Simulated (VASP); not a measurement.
# C (Cmmm) in VASP: a series of runs, part 2 of 2

VASP 6.6.1. The steps go on from the part before.

### 4 Relaxation of cell and atoms, PBE

This run uses another cell than the first one, of 9.99 Å³/atom, 0.893 times its volume.

Input file INCAR:

```
SYSTEM = C
ALGO = Normal
EDIFF = 1E-7
EDIFFG = -0.04
ENCUT = 910
GGA = PE
GGA_COMPAT = .False.
IBRION = 2
ISIF = 3
ISMEAR = 0
LASPH = .True.
LCHARG = .False.
LREAL = .False.
LWAVE = .False.
NELM = 120
NELMIN = 4
NSW = 90
PREC = Accurate
SIGMA = 0.1
```

Input file KPOINTS:

```
k-points
0
Gamma
  8 8 6
  0 0 0
```

Input file POSCAR:

```
C
1.0
    1.1787617513     -3.7247364560      0.0000000000
    1.1787617513      3.7247364560      0.0000000000
    0.0000000000      0.0000000000      3.4123997188
C
3
Direct
    0.5000000000      0.5000000000      0.7955681259
    0.5000000000      0.5000000000      0.2044318741
    0.0000000000      0.0000000000      0.5000000000
```

Potentials or basis: VASP PAW PBE potentials, release 64 (C_h).

Launch:

```console
$ cat potpaw_PBE.64/C_h/POTCAR > POTCAR
$ mpirun -np 1 vasp_std > vasp.out
```

OUTCAR:

```text
SYSTEM = C
   EDIFF = 1E-7
   EDIFFG = -0.04
   ENCUT = 910
   GGA = PE
   IBRION = 2
   ISIF = 3
   ISMEAR = 0
   LASPH = .True.
   LREAL = .False.
   NELM = 120
   NELMIN = 4
   NSW = 90
   PREC = Accurate

 ion  position               nearest neighbor table
   1  0.500  0.500  0.796-   2 1.40
   2  0.500  0.500  0.204-   1 1.40
   3  0.000  0.000  0.500-

  LATTYP: Found a base centered orthorhombic cell.
 ALAT       =     2.3575235026
 B/A-ratio  =     3.1598721726
 C/A-ratio  =     1.4474509862

  Lattice vectors:

 A1 = (   1.1787617513,  -3.7247364560,   0.0000000000)
 A2 = (   1.1787617513,   3.7247364560,   0.0000000000)
 A3 = (   0.0000000000,   0.0000000000,   3.4123997188)

Analysis of symmetry for initial positions (statically):
=====================================================================
 Subroutine PRICEL returns:
 Original cell was already a primitive cell.

 Routine SETGRP: Setting up the symmetry group for a
 base centered orthorhombic supercell.

 Subroutine GETGRP returns: Found  8 space group operations
 (whereof  8 operations were pure point group operations)
 out of a pool of  8 trial point group operations.

The static configuration has the point symmetry D_2h.

Analysis of symmetry for dynamics (positions and initial velocities):
=====================================================================
 Subroutine PRICEL returns:
 Original cell was already a primitive cell.

 Routine SETGRP: Setting up the symmetry group for a
 base centered orthorhombic supercell.

 Subroutine GETGRP returns: Found  8 space group operations
 (whereof  8 operations were pure point group operations)
 out of a pool of  8 trial point group operations.

The dynamic configuration has the point symmetry D_2h.

 Subroutine INISYM returns: Found  8 space group operations
[... 144 lines left out ...]
  ---------------------------------------------------
  ext. energy  EPLUGINS =         0.00000000
  ---------------------------------------------------
  free energy    TOTEN  =       -22.37587445 eV

  energy without entropy =      -22.37119319  energy(sigma->0) =      -22.37353382

------------------------ aborting loop because EDIFF is reached ----------------------------------------

  FORCE on cell =-STRESS in cart. coord.  units (eV):
  Direction    XX          YY          ZZ          XY          YZ          ZX
  --------------------------------------------------------------------------------------
  -------------------------------------------------------------------------------------
  Total       -0.0326248      0.0999393     -0.0653897     -0.0000000      0.0000000      0.0000000
  in kB       -1.7444052      5.3436192     -3.4962974     -0.0000000      0.0000000      0.0000000
  external PRESSURE =       0.0343055 kB  Pullay stress =       0.0000000 kB
[... 92 lines left out ...]
  FREE ENERGIE OF THE ION-ELECTRON SYSTEM (eV)
  ---------------------------------------------------
  free  energy   TOTEN  =       -22.3875206832 eV

  energy  without entropy=      -22.3840225477  energy(sigma->0) =      -22.38577162

[... ionic steps 4 to 13 ...]

--------------------------------------- Ionic step       14  -------------------------------------------

 number of electron      12.0000000 magnetization

------------------------ aborting loop because EDIFF is reached ----------------------------------------
[... 69 lines left out ...]
--------------------------------------- Ionic step       16  -------------------------------------------

 number of electron      12.0000000 magnetization

 Free energy of the ion-electron system (eV)
  ---------------------------------------------------
  ext. energy  EPLUGINS =         0.00000000
  ---------------------------------------------------
  free energy    TOTEN  =       -22.39060583 eV

  energy without entropy =      -22.38815074  energy(sigma->0) =      -22.38937828

 E-fermi :   3.9916     XC(G=0):  -9.4512

 val. band max:        3.8832389365   @ k =   0.2500   0.2500   0.3333
 cond. band min:       3.9982694817   @ k =   0.5000   0.5000   0.1667
 fundamental gap:      0.1150305452
 Fermi energy:         3.9916164820

 k-point     1 :       0.0000    0.0000    0.0000
  band No.  band energies     occupation
      1     -15.6461      2.00000
      2      -7.5973      2.00000
      3      -5.8299      2.00000
      4      -2.9994      2.00000
      5      -0.2773      2.00000
      6       7.2203      0.00000
      7       7.5619      0.00000
      8       7.8476      0.00000
      9       9.8542      0.00000
     10      12.6683      0.00000
[... 287 lines left out ...]
 k-point    24 :       0.2500   -0.0000    0.1667
  band No.  band energies     occupation
      1     -14.1611      2.00000
      2      -8.3932      2.00000
      3      -4.5448      2.00000
      4      -3.2538      2.00000
      5      -1.4677      2.00000
      6       4.2628      0.00013
      7       5.0598      0.00000
      8       9.0246      0.00000
      9       9.8852      0.00000
     10      10.6408      0.00000

 [... further k-points ...]
[... 5 lines left out ...]
  --------------------------------------------------------------------------------------
  -------------------------------------------------------------------------------------
  Total        0.0176196     -0.0032038      0.0115450     -0.0000000      0.0000000      0.0000000
  in kB        0.8992739     -0.1635153      0.5892353     -0.0000000      0.0000000      0.0000000
  external PRESSURE =       0.4416646 kB  Pullay stress =       0.0000000 kB
[... 18 lines left out ...]
  FREE ENERGIE OF THE ION-ELECTRON SYSTEM (eV)
  ---------------------------------------------------
  free  energy   TOTEN  =       -22.3906058265 eV

  energy  without entropy=      -22.3881507374  energy(sigma->0) =      -22.38937828

 reached required accuracy - stopping structural energy minimisation
```

CONTCAR:

```text
C
   1.00000000000000
     1.1786759149512358   -3.8962226869799612    0.0000000000000000
     1.1786759149512358    3.8962226869799612    0.0000000000000000
     0.0000000000000000    0.0000000000000000    3.4178055719090454
  C
     3
Direct
     0.5000000000000000    0.5000000000000000    0.7989433402151646
     0.5000000000000000    0.5000000000000000    0.2010566597848355
     0.0000000000000000    0.0000000000000000    0.5000000000000000

  0.00000000E+00  0.00000000E+00  0.00000000E+00
  0.00000000E+00  0.00000000E+00  0.00000000E+00
  0.00000000E+00  0.00000000E+00  0.00000000E+00
```

Run time: 7.6 min. Hardware: 1 thread of Intel Xeon Platinum 8259CL at 2.50GHz (Skylake/Cascade Lake), shared host; peak memory 0.24 GiB.

What came out:

```
Free energy                            : -22.3906 eV
Relaxed volume                         : 10.46 Å³/atom
Relaxed cell                           : a = 4.071 Å, b = 4.071 Å, c = 3.418 Å, α = 90.00°, β = 90.00°, γ = 146.34°
Space group after relaxing (to 0.05 Å) : Cmmm (No. 65)
Energy gained by relaxing              : 4.9 meV/atom
Ionic steps                            : 16
Pressure after relaxing                : 0.0 GPa
Largest force after relaxing           : 0.007 eV/Å
Band gap on the k mesh                 : zero (band 6 reaches 7.43 eV, above the bottom of band 7 at 3.36 eV)
```

Forces in eV/Å, atoms in the order of the input:
```
C    0.000  0.000  0.007
C    0.000  0.000 -0.007
C    0.000  0.000  0.000
```

Step by step:
| step | energy change (eV) | largest force (eV/Å) | pressure (GPa) | volume (Å³) |
| --- | --- | --- | --- | --- |
| 1 | 0.0000 | 1.0486 | 0.00 | 29.96 |
| 2 | 0.1660 | 4.6644 | 6.20 | 29.97 |
| 3 | -0.0116 | 0.0028 | 0.74 | 29.97 |
| 4 | -0.0116 | 0.0034 | -0.60 | 30.13 |
| 5 | -0.0120 | 0.0022 | 0.10 | 30.04 |
| 6 | -0.0122 | 0.0159 | 0.17 | 30.09 |
| 7 | -0.0128 | 0.0711 | 0.36 | 30.24 |
| 8 | -0.0132 | 0.1835 | 0.73 | 30.54 |
| 9 | -0.0132 | 0.1787 | 0.72 | 30.55 |
| 10 | -0.0134 | 0.1644 | 0.70 | 30.58 |
| 11 | -0.0136 | 0.1358 | 0.65 | 30.65 |
| 12 | -0.0139 | 0.0790 | 0.55 | 30.77 |
| 13 | -0.0143 | 0.0343 | 0.37 | 31.03 |
| 14 | -0.0144 | 0.0823 | 0.30 | 31.14 |
| 15 | -0.0145 | 0.0621 | 0.23 | 31.21 |
| 16 | -0.0147 | 0.0073 | 0.04 | 31.39 |

Final structure:
```xyz
3
Lattice="1.1787 -3.8962 0.0000 1.1787 3.8962 0.0000 0.0000 0.0000 3.4178" Properties=species:S:1:pos:R:3 pbc="T T T"
C     1.1787    0.0000    2.7306
C     1.1787    0.0000    0.6872
C     0.0000    0.0000    1.7089
```

Levels at points of the mesh, in eV from the Fermi level:
| k point | band 4 | band 5 | band 6 | band 7 | band 8 | band 9 |
| --- | --- | --- | --- | --- | --- | --- |
| (0.00, 0.00, 0.00) | -6.99 | -4.27 | 3.23 | 3.57 | 3.86 | 5.86 |
| (0.50, 0.00, 0.00) | -6.58 | -3.14 | -2.78 | -0.63 | 2.25 | 4.97 |
| (0.50, 0.50, 0.00) | -7.85 | -4.28 | 2.71 | 3.41 | 5.85 | 7.91 |
| (0.00, 0.00, 0.50) | -4.57 | -3.52 | -2.74 | 0.64 | 6.17 | 6.60 |
| (0.50, 0.00, 0.50) | -10.18 | -1.65 | -0.16 | 0.86 | 1.39 | 9.23 |
| (0.50, 0.50, 0.50) | -4.56 | -4.33 | -2.75 | 0.63 | 8.81 | 9.40 |

Caveat: the cutoff is under 1.25 times the usual one of these potentials, so pressure, stress and relaxed cells hold a basis-set (Pulay) error.

### 5 Overview

| task | potentials or basis | cell | k mesh | cutoff (eV) | second run | gap on the mesh (eV) | pressure (GPa) | relaxed volume (Å³/atom) | largest force (eV/Å) |
| --- | --- | --- | --- | --- | --- | --- | --- | --- | --- |
| single point | VASP PAW PBE potentials, release 64 (C) | a = 4.349, b = 4.349, c = 3.393 Å, angles 90.0, 90.0, 148.5°, 3 atoms | 20 × 20 × 14 | 520 | - | none | 0.2 | - | 0.02 |
| relaxation of cell and atoms | VASP PAW PBE potentials, release 64 (C_h) | relaxed from a = 2.075, b = 2.075, c = 4.884 Å, angles 90.0, 90.0, 110.1°, 3 atoms | 8 × 8 × 4 | 910 | hard_potentials | none | -0.1 | 9.17 | 0.03 |
| relaxation of cell and atoms | VASP PAW PBE potentials, release 64 (C_h) | relaxed from a = 3.907, b = 3.907, c = 3.412 Å, angles 90.0, 90.0, 144.9°, 3 atoms | 8 × 8 × 6 | 910 | hard_potentials | none | 0.0 | 10.46 | 0.01 |

Alike in all rows: level PBE; no spin polarisation; smearing gaussian 0.1 eV.

Caveats: some runs use coarse meshes; the cutoff is under 1.25 times the usual one of these potentials, so pressure, stress and relaxed cells hold a basis-set (Pulay) error (some runs); the volume moved by over 15 % at a fixed basis, so the end points are rough (some runs).

Total energies depend on the potentials used, so only differences within one code and one set of settings carry meaning.
